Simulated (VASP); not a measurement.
# HC18N in VASP: a series of runs

The runs below take HC18N through single point, with PBEsol.

Program: VASP 6.6.1. These are calculated values, not measurements. Logs are shortened: lines on timing, memory, paths and dates and some standing lists are left out, and cuts for length are marked.

### 1 The cell of the first run

The cell holds a slab with vacuum, 20 atoms: a = 7.398 Å, b = 7.398 Å, c = 12.000 Å, α = 90.00°, β = 90.00°, γ = 120.00°.

### 2 Single point, PBEsol

File INCAR:

```
SYSTEM = HC18N
PREC = Accurate ; ENCUT = 520
EDIFF = 1E-6 ; ISMEAR = 0
SIGMA = 0.05 ; LREAL = Auto
LASPH = .TRUE. ; NELM = 100
ALGO = Normal ; ISIF = 2
LWAVE = .FALSE. ; LCHARG = .FALSE.
GGA = PS ; NBANDS = 55
```

File KPOINTS:

```
regular mesh
0
G
  2 2 1
  0 0 0
```

File POSCAR:

```
HC18N
1.0
    7.3980000000      0.0000000000      0.0000000000
   -3.6990000000      6.4068560000      0.0000000000
    0.0000000000      0.0000000000     12.0000000000
C N H
18 1 1
Direct
    0.0025780136     -0.0093343756      0.0852247500
    0.2227067809      0.1039753352      0.0771560833
    0.0018504715      0.3319069447      0.0850590000
    0.2226025475      0.4391907669      0.0771424167
    0.0016088365      0.6613896114      0.0782761667
    0.2214052259      0.7711691975      0.0776310833
    0.3325943351     -0.0058015975      0.0771327500
    0.5533536250      0.1076596696      0.0850200000
    0.3337920347      0.3273650914      0.0776649167
    0.5535879829      0.4373711537      0.0782987500
    0.3324817218      0.6588563876      0.0771192500
    0.5526196030      0.7656744587      0.0851646667
    0.6589167647     -0.0102886658      0.1098720000
    0.8962516763      0.1083957560      0.1099353333
    0.6643571121      0.3250535052      0.0823555000
    0.8908468126      0.4383040605      0.0823620833
    0.6641784285      0.6603198199      0.0827649167
    0.8910210726      0.7737531482      0.0827702500
    0.7775291882      0.0426263678      0.2156447500
    0.7774983644      0.1708599350      0.2492380833
```

Potentials or basis: VASP PAW PBE potentials, release 64 (C, N, H).

Command:

```bash
$ cat potpaw_PBE.64/C/POTCAR potpaw_PBE.64/N/POTCAR potpaw_PBE.64/H/POTCAR > POTCAR
$ mpirun -np 1 vasp_std > vasp.out
```

OUTCAR:

```text
SYSTEM = HC18N
   PREC = Accurate
   ENCUT = 520
   EDIFF = 1E-6
   ISMEAR = 0
   LREAL = Auto
   LASPH = .TRUE.
   NELM = 100
   ISIF = 2
   GGA = PS

 ion  position               nearest neighbor table
   1  0.003  0.991  0.085-  18 1.39   2 1.41  14 1.47
   2  0.223  0.104  0.077-   7 1.41   1 1.41   9 1.43
   3  0.002  0.332  0.085-  16 1.39   4 1.42  14 1.46
   4  0.223  0.439  0.077-  11 1.41   3 1.42   9 1.43
   5  0.002  0.661  0.078-   6 1.41  18 1.43  16 1.43
   6  0.221  0.771  0.078-   5 1.41   7 1.43  11 1.43
   7  0.333  0.994  0.077-   2 1.41   8 1.42   6 1.43
   8  0.553  0.108  0.085-  15 1.39   7 1.42  13 1.46
   9  0.334  0.327  0.078-  10 1.41   4 1.43   2 1.43
  10  0.554  0.437  0.078-   9 1.41  17 1.43  15 1.43
  11  0.332  0.659  0.077-   4 1.41  12 1.41   6 1.43
  12  0.553  0.766  0.085-  17 1.39  11 1.41  13 1.47
  13  0.659  0.990  0.110-   8 1.46  12 1.47  19 1.48  14 1.52
  14  0.896  0.108  0.110-   3 1.46   1 1.47  19 1.48  13 1.52
  15  0.664  0.325  0.082-   8 1.39  10 1.43  16 1.45
  16  0.891  0.438  0.082-   3 1.39   5 1.43  15 1.45
  17  0.664  0.660  0.083-  12 1.39  10 1.43  18 1.45
  18  0.891  0.774  0.083-   1 1.39   5 1.43  17 1.45
  19  0.778  0.043  0.216-  20 1.03  14 1.48  13 1.48
  20  0.777  0.171  0.249-  19 1.03

  LATTYP: Found a hexagonal cell.
 ALAT       =     7.3980000000
 C/A-ratio  =     1.6220600162

  Lattice vectors:

 A1 = (   7.3980000000,   0.0000000000,   0.0000000000)
 A2 = (  -3.6990000000,   6.4068560000,   0.0000000000)
 A3 = (   0.0000000000,   0.0000000000,  12.0000000000)

Analysis of symmetry for initial positions (statically):
=====================================================================
 Subroutine PRICEL returns:
 Original cell was already a primitive cell.

 Routine SETGRP: Setting up the symmetry group for a
 hexagonal supercell.

 Subroutine GETGRP returns: Found  1 space group operations
 (whereof  1 operations were pure point group operations)
 out of a pool of 24 trial point group operations.

The static configuration has the point symmetry C_1 .

Analysis of symmetry for dynamics (positions and initial velocities):
=====================================================================
 Subroutine PRICEL returns:
 Original cell was already a primitive cell.

 Routine SETGRP: Setting up the symmetry group for a
 hexagonal supercell.

 Subroutine GETGRP returns: Found  1 space group operations
 (whereof  1 operations were pure point group operations)
 out of a pool of 24 trial point group operations.

The dynamic configuration has the point symmetry C_1 .

 Subroutine INISYM returns: Found  1 space group operations
 (whereof  1 operations are pure point group operations),
 and found     1 'primitive' translations

----------------------------------------------------------------------------------------

                                     Primitive cell

  volume of cell :     568.7750

  direct lattice vectors                    reciprocal lattice vectors
     7.398000000  0.000000000  0.000000000     0.135171668  0.078041398  0.000000000
    -3.699000000  6.406856000  0.000000000     0.000000000  0.156082796  0.000000000
     0.000000000  0.000000000 12.000000000     0.000000000  0.000000000  0.083333333

  length of vectors
     7.398000000  7.398000054 12.000000000     0.156082797  0.156082796  0.083333333

  position of ions in fractional coordinates (direct lattice)
     0.002578014  0.990665624  0.085224750
     0.222706781  0.103975335  0.077156083
     0.001850471  0.331906945  0.085059000
     0.222602548  0.439190767  0.077142417
     0.001608836  0.661389611  0.078276167
     0.221405226  0.771169198  0.077631083
[... 12 lines left out ...]
     0.777529188  0.042626368  0.215644750
     0.777498364  0.170859935  0.249238083

  ion indices of the primitive-cell ions
   primitive index   ion index
                 1           1
                 2           2
                 3           3
                 4           4
                 5           5
                 6           6
[... 12 lines left out ...]
                19          19
                20          20

----------------------------------------------------------------------------------------

 KPOINTS: regular mesh

Automatic generation of k-mesh.
 Grid dimensions read from file:
 generate k-points for:    2    2    1

 Generating k-lattice:

  Cartesian coordinates                     Fractional coordinates (reciprocal lattice)
     0.067585834  0.039020699  0.000000000     0.500000000  0.000000000  0.000000000
     0.000000000  0.078041398  0.000000000     0.000000000  0.500000000  0.000000000
     0.000000000  0.000000000  0.083333333     0.000000000  0.000000000  1.000000000

  Length of vectors
     0.078041399  0.078041398  0.083333333

  Shift w.r.t. Gamma in fractional coordinates (k-lattice)
     0.000000000  0.000000000  0.000000000

 Subroutine IBZKPT returns following result:
 ===========================================

 Found      4 irreducible k-points:

 Following reciprocal coordinates:
            Coordinates               Weight
  0.000000  0.000000  0.000000      1.000000
  0.500000  0.000000  0.000000      1.000000
  0.000000  0.500000  0.000000      1.000000
  0.500000  0.500000  0.000000      1.000000
   k-points           NKPTS =      4   k-points in BZ     NKDIM =      4   number of bands    NBANDS=     55
   number of dos      NEDOS =    301   number of ions     NIONS =     20
   total plane-waves  NPLWV = 282240
   dimension x,y,z NGX =    56 NGY =   56 NGZ =   90
   dimension x,y,z NGXF=   112 NGYF=  112 NGZF=  180
   ions per type =              18   1   1
   NGX,Y,Z   is equivalent  to a cutoff of  12.58, 12.58, 12.47 a.u.
   NGXF,Y,Z  is equivalent  to a cutoff of  25.17, 25.17, 24.94 a.u.
 SYSTEM =  HC18N
   PREC   = accura    normal or accurate (medium, high low for compatibility)
   ISTART =      0    job   : 0-new  1-cont  2-samecut
   ICHARG =      2    charge: 1-file 2-atom 10-const
   ISPIN  =      1    spin polarized calculation?
   LNONCOLLINEAR =      F non collinear calculations
   LSORBIT =      F    spin-orbit coupling
   LASPH  =      T    aspherical Exc in radial PAW
   ENCUT  =  520.0 eV  38.22 Ry    6.18 a.u.  13.76 13.76 22.31*2*pi/ulx,y,z
   NELM   =    100;   NELMIN=  2; NELMDL= -5     # of ELM steps
   EDIFF  = 0.1E-05   stopping-criterion for ELM
   LREAL  =      T    real-space projection
   EDIFFG = 0.1E-04   stopping-criterion for IOM
   NSW    =      0    number of steps for IOM
   IBRION =     -1    ionic relax: 0-MD 1-quasi-New 2-CG
   NFREE  =      0    steps in history (QN), initial steepest desc. (CG)
   ISIF   =      2    stress and relaxation
   ISYM   =      2    0-nonsym 1-usesym 2-fastsym
   POTIM  = 0.5000    time-step for ionic-motion
   TEBEG  =    0.0;   TEEND  =   0.0 temperature during run
   PSTRESS=    0.0 pullay stress
   NELECT =      78.0000    total number of electrons
   NUPDOWN=      -1.0000    fix difference up-down
   EMIN   =  10.00;   EMAX   =-10.00  energy-range for DOS
   EFERMI =   0.00;   METHOD = LEGACY
   ISMEAR =     0;   SIGMA  =   0.05  broadening in eV -4-tet -1-fermi 0-gaus
   EFERMI_NEDOS =   21; number of points for ismear=-14 and -15
   IALGO  =     38    algorithm
   IMIX   =      4    mixing-type and parameters
     AMIX     =   0.40;   BMIX     =  1.00
     AMIX_MAG =   1.60;   BMIX_MAG =  1.00
  volume/ion in A,a.u.               =      28.44       191.91
  Fermi-wavevector in a.u.,A,eV,Ry     =   0.844228  1.595359  9.697146  0.712720
  Thomas-Fermi vector in A             =   1.959222
   LORBIT       =      0    0 simple, 1 ext, 2 COOP (PROOUT), +10 PAW based schemes
   GGA     = PS    functional components
   LHFCALC =     F    Hartree Fock is set to
   AEXX    =    0.0000 exact exchange contribution
   IVDW    =     0    specifies the selected vdW correction
   LEPSILON=     F    determine dielectric tensor
   LRPA    =     F    only Hartree local field effects (RPA)
 non-spin polarized calculation
 Gauss-broadening in eV      SIGMA  =   0.05
  energy-cutoff  :      520.00
  volume of cell :      568.78
 maximum number of plane-waves:     15363
 NGX is ok and might be reduce to    56
   NGX = 27   NGY = 27   NGZ = 45

 number of electron      78.0000004 magnetization

 Free energy of the ion-electron system (eV)
  ---------------------------------------------------
  ext. energy  EPLUGINS =         0.00000000
  ---------------------------------------------------
  free energy    TOTEN  =      -183.10120908 eV

  energy without entropy =     -183.10115592  energy(sigma->0) =     -183.10118250

 E-fermi :  -1.6718     XC(G=0):  -3.8129

 val. band max:       -1.7899606969   @ k =   0.0000   0.0000   0.0000
 cond. band min:      -1.5537192889   @ k =   0.0000   0.0000   0.0000
 fundamental gap:      0.2362414080
 Fermi energy:        -1.6718399927

 k-point     1 :       0.0000    0.0000    0.0000
  band No.  band energies     occupation
      1     -22.8266      2.00000
      2     -20.6768      2.00000
      3     -18.7436      2.00000
      4     -18.7150      2.00000
      5     -18.6715      2.00000
      6     -18.5919      2.00000
[... 43 lines left out ...]
     50       4.3298      0.00000
     51       4.3676      0.00000

 k-point     2 :       0.5000    0.0000    0.0000
  band No.  band energies     occupation
      1     -22.7862      2.00000
      2     -20.5979      2.00000
      3     -19.9107      2.00000
      4     -19.3430      2.00000
      5     -18.3078      2.00000
      6     -16.9225      2.00000
[... 43 lines left out ...]
     50       4.2903      0.00000
     51       4.4939      0.00000

 k-point     3 :       0.0000    0.5000    0.0000
  band No.  band energies     occupation
      1     -22.7879      2.00000
      2     -20.5529      2.00000
      3     -19.9982      2.00000
      4     -19.2547      2.00000
      5     -18.4223      2.00000
      6     -16.8349      2.00000
[... 43 lines left out ...]
     50       4.1119      0.00000
     51       4.2794      0.00000

 k-point     4 :       0.5000    0.5000    0.0000
  band No.  band energies     occupation
      1     -22.7879      2.00000
      2     -20.5528      2.00000
      3     -19.9982      2.00000
      4     -19.2547      2.00000
      5     -18.4223      2.00000
      6     -16.8349      2.00000
[... 43 lines left out ...]
     50       4.1119      0.00000
     51       4.2794      0.00000
 [bands above 51 left out]

------------------------ aborting loop because EDIFF is reached ----------------------------------------

  FORCE on cell =-STRESS in cart. coord.  units (eV):
  Direction    XX          YY          ZZ          XY          YZ          ZX
  --------------------------------------------------------------------------------------
  -------------------------------------------------------------------------------------
  Total        2.5990975      1.0892164      0.1065438      1.3179431      0.0214665     -0.0117490
  in kB        7.3213743      3.0682039      0.3001223      3.7125022      0.0604689     -0.0330957
  external PRESSURE =       3.5632335 kB  Pullay stress =       0.0000000 kB

 VOLUME and BASIS-vectors are now :
 -----------------------------------------------------------------------------
  energy-cutoff  :      520.00
  volume of cell :      568.78
      direct lattice vectors                 reciprocal lattice vectors
     7.398000000  0.000000000  0.000000000     0.135171668  0.078041398  0.000000000
    -3.699000000  6.406856000  0.000000000     0.000000000  0.156082796  0.000000000
     0.000000000  0.000000000 12.000000000     0.000000000  0.000000000  0.083333333

 POSITION                                       TOTAL-FORCE (eV/Angst)
 -----------------------------------------------------------------------------------
     -3.64540      6.34705      1.02270        -0.015431      0.011674     -0.006501
      1.26298      0.66616      0.92587         0.000346      0.004909     -0.006200
     -1.21403      2.12648      1.02071         0.000728     -0.024123     -0.005258
      0.02225      2.81383      0.92571         0.008149     -0.003298     -0.006747
     -2.43458      4.23743      0.93931        -0.011851     -0.003804      0.002034
     -1.21460      4.94077      0.93157         0.009866      0.007940      0.000791
[... 12 lines left out ...]
      5.59449      0.27310      2.58774        -0.002482      0.002753      0.121216
      5.11992      1.09467      2.99086        -0.007030      0.012393      0.028048
 -----------------------------------------------------------------------------------
    total drift:                               -0.005946     -0.014112     -0.007549

  FREE ENERGIE OF THE ION-ELECTRON SYSTEM (eV)
  ---------------------------------------------------
  free  energy   TOTEN  =      -183.1012090769 eV

  energy  without entropy=     -183.1011559190  energy(sigma->0) =     -183.10118250
```

Wall time 4.5 min (1 thread of Intel Xeon Platinum 8259CL at 2.50GHz (Skylake/Cascade Lake), shared host); peak memory 0.59 GiB.

What came out:

| Item | Value |
| --- | --- |
| Free energy | -183.1012 eV |
| Largest force | 0.121 eV/Å |
| Band gap on the k mesh | 0.24 eV |

Forces in eV/Å, atoms in the order of the input:
```
C   -0.015  0.012 -0.007
C    0.000  0.005 -0.006
C    0.001 -0.024 -0.005
C    0.008 -0.003 -0.007
C   -0.012 -0.004  0.002
C    0.010  0.008  0.001
C    0.000 -0.007 -0.005
C    0.012 -0.018 -0.003
C   -0.008 -0.004 -0.001
C    0.000  0.002  0.000
C   -0.001  0.004 -0.002
C   -0.004  0.014 -0.007
C   -0.048 -0.038 -0.050
C    0.074  0.030 -0.064
C    0.001  0.011  0.004
C   -0.011  0.001  0.000
C    0.009  0.002 -0.001
C   -0.005 -0.006 -0.001
N   -0.002  0.003  0.121
H   -0.007  0.012  0.028
```

Caveat: the k points lie up to 0.49 Å⁻¹ apart; the PAW data sets were made with another functional, which shifts forces and pressure a little.

### 3 Single point, PBEsol

File INCAR:

```
ALGO = Normal
EDIFF = 1E-6
ENCUT = 520
GGA = PS
ISIF = 2
ISMEAR = 0
LASPH = T
LCHARG = F
LREAL = Auto
LWAVE = F
NBANDS = 55
NELM = 80
PREC = Accurate
SIGMA = 0.05
```

File KPOINTS:

```
k-points
0
Gamma
  2 2 1
```

File POSCAR:

```
HC18N
1.0
    7.3980000000      0.0000000000      0.0000000000
   -3.6990000000      6.4068560000      0.0000000000
    0.0000000000      0.0000000000     12.0000000000
C N H
18 1 1
Direct
    0.0024370871     -0.0091085237      0.0861313333
    0.2221240737      0.1037566632      0.0745594167
    0.0037196232      0.3337139152      0.0768688333
    0.2243374693      0.4408311971      0.0723250833
    0.0014815973      0.6615130729      0.0827930833
    0.2212749645      0.7711476581      0.0804228333
    0.3319483931     -0.0061056468      0.0760265833
    0.5526699629      0.1082353029      0.0814921667
    0.3338613092      0.3274044243      0.0735606667
    0.5535443811      0.4381620252      0.0779820833
    0.3340296656      0.6604710641      0.0792501667
    0.5537412550      0.7680988928      0.0923071667
    0.6604671596     -0.0049013120      0.1115100000
    0.8985909970      0.1121990255      0.1050700833
    0.6640053273      0.3257405817      0.0801740000
    0.8909780640      0.4389215241      0.0817908333
    0.6641343535      0.6610824404      0.0878592500
    0.8907876037      0.7736649614      0.0880285000
    0.7895475789      0.0776799104      0.2132528333
    0.8053399659      0.2255869337      0.2248445833
```

Potentials or basis: VASP PAW PBE potentials, release 64 (C, N, H).

Command:

```bash
$ cat potpaw_PBE.64/C/POTCAR potpaw_PBE.64/N/POTCAR potpaw_PBE.64/H/POTCAR > POTCAR
$ mpirun -np 1 vasp_std > vasp.out
```

It took 4.3 min on 1 thread of Intel Xeon Platinum 8259CL at 2.50GHz (Skylake/Cascade Lake), shared host; peak memory 0.59 GiB.

The run converged. Its results:

```
Free energy            : -182.8719 eV
Largest force          : 0.952 eV/Å
Band gap on the k mesh : 0.20 eV
```

Forces in eV/Å, atoms in the order of the input:
```
C   -0.025  0.038 -0.023
C    0.014  0.070  0.044
C   -0.080  0.047 -0.014
C    0.024  0.074  0.073
C   -0.012  0.047 -0.195
C    0.012  0.063 -0.069
C   -0.021  0.061  0.014
C    0.010  0.062  0.018
C   -0.015  0.066  0.070
C   -0.010  0.064  0.005
C   -0.026  0.027  0.010
C    0.027  0.047 -0.005
C   -0.035 -0.007 -0.100
C    0.030  0.039 -0.082
C    0.018  0.064 -0.025
C    0.014  0.064 -0.284
C   -0.019  0.060 -0.025
C    0.001  0.089 -0.083
N    0.066 -0.167  0.164
H    0.026 -0.807  0.505
```

Levels at points of the mesh, in eV from the valence-band top:
```csv
k point,band 37,band 38,band 39,band 40,band 41,band 42
"(0.00, 0.00, 0.00)",-2.68,-0.69,0.00,0.20,1.35,3.47
"(0.50, 0.00, 0.00)",-2.40,-2.00,-0.81,0.83,2.13,2.57
"(0.00, 0.50, 0.00)",-2.34,-1.96,-1.39,1.59,2.10,2.56
"(0.50, 0.50, 0.00)",-2.34,-1.98,-1.37,1.59,2.12,2.53
```

Caveat: the k points lie up to 0.49 Å⁻¹ apart; the PAW data sets were made with another functional, which shifts forces and pressure a little.
